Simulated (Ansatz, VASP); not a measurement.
# LiCl in VASP and in Ansatz

```
Li Cl
1.0
     0.00000    2.56476    2.50064
     2.56476    0.00000    2.50064
     2.56476    2.56476    0.00000
Li Cl
1 1
Direct
  0.00000 0.00000 0.00000
  0.50000 0.50000 0.50000
```

Change from the starting cell: strain +0.000 along x and y, -0.025 along z, atoms carried along.

Alike in both runs: task single point; functional r2SCAN; k mesh 8 × 8 × 8; occupations gaussian, width 0.05 eV; no spin polarisation.

```csv
,VASP,Ansatz
version,VASP 6.6.1,Ansatz 0.2.0
potentials or method,"VASP PAW PBE potentials, release 64 (Li_sv, Cl), cutoff 520 eV","scalar-relativistic, plane waves, PAW"
valence electrons in the cell,10,10
```

|  | VASP | Ansatz | Ansatz less VASP |
| --- | --- | --- | --- |
| gap on the k mesh at the Fermi level (eV) | 7.44 | 7.36 | -0.076 |
| least direct gap on the mesh (eV) | 7.44 | 7.36 | -0.076 |

VASP's potentials were made for PBE, not for r2SCAN. With one functional, cell and mesh, what is left measures potentials, basis and numerics.

Noted on VASP's run: the cutoff is under 1.25 times that of the potentials, so the pressure is a little rough.
